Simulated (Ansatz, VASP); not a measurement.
**Two plane-wave programs on Cd3Ga2O**

The input INCAR:

```
SYSTEM = Cd3Ga2O
  PREC = Accurate
  ENCUT = 520
  EDIFF = 1E-7
  ISMEAR = 0
  SIGMA = 0.1
  LREAL = .FALSE.
  LASPH = .TRUE.
  NELM = 150
  ALGO = Normal
  ISIF = 2
  LWAVE = .FALSE.
  LCHARG = .TRUE.
  ISPIN = 2
  MAGMOM = 0 0 0 0 0 1
  LORBIT = 11
  GGA = PE
  LELF = .TRUE.
  LVHAR = .TRUE.
  NBANDS = 47
```

The input KPOINTS:

```
regular mesh
0
G
  4 4 2
  0 0 0
```

Contents of POSCAR:

```
Cd3Ga2O
1.0
    4.1886267700      0.0000000000      0.0000000000
    0.0000000000      4.1886267700      0.0000000000
    0.0000000000      0.0000000000      7.4905564000
Cd Ga O
3 2 1
Direct
    0.5000000000      0.5000000000      0.5000000000
    0.5000000000      0.5000000000      0.1922168700
    0.5000000000      0.5000000000      0.8077831300
    0.0000000000      0.5000000000      0.5000000000
    0.5000000000      0.0000000000      0.5000000000
    0.0000000000      0.0000000000      0.5000000000
```

Input for Ansatz:

```yaml
crystal:
  lattice:
    - [4.18862677, 0.0, 0.0]
    - [0.0, 4.18862677, 0.0]
    - [0.0, 0.0, 7.4905564]
  atoms:
    - { symbol: Cd, position: [0.5, 0.5, 0.5] }
    - { symbol: Cd, position: [0.5, 0.5, 0.19221687] }
    - { symbol: Cd, position: [0.5, 0.5, 0.80778313] }
    - { symbol: Ga, position: [0.0, 0.5, 0.5] }
    - { symbol: Ga, position: [0.5, 0.0, 0.5] }
    - { symbol: O, position: [0.0, 0.0, 0.5], spin: 1.0 }
basis:
  ecutwfc: 420
kpoints:
  mp_grid: { grid: [4, 4, 2] }
hamiltonian:
  xc: pbe
scf:
  occupations: { method: gaussian, width: 0.1 }
  lower_state_search: "off"
output:
  forces: true
  stress: true
  eigenvalues: true
  populations: true
magnetization:
  spin_polarized: true
```

Alike in both runs: task single point; functional PBE; k mesh 4 × 4 × 2; occupations gaussian, width 0.1 eV; collinear spin.

|  | VASP | Ansatz |
| --- | --- | --- |
| version | VASP 6.6.1 | Ansatz 0.2.0 |
| potentials or method | VASP PAW PBE potentials, release 64 (Cd, Ga_d, O), cutoff 520 eV | scalar-relativistic, plane waves, PAW |
| valence electrons in the cell | 68 | 92 |

```csv
,VASP,Ansatz,Ansatz less VASP
gap on the k mesh at the Fermi level (eV),none,none,-
rms of the force components (eV/Å),2.044,1.959,-0.0849
net moment per atom (μB),0.00,0.00,0.000
```

Atom by atom the forces differ by 0.085 eV/Å (rms over components). A gap of «none» marks a metal or a gap that the smearing closes. The functional is the same, so the differences come from potentials, cutoffs and numerics. VASP's potentials hold 68 valence electrons a cell and Ansatz's 92, so a difference there can come from the potentials and not from the codes. Ansatz's warnings: seeded moment not kept.

The k mesh is coarse, so the values compare programs but aren't converged.
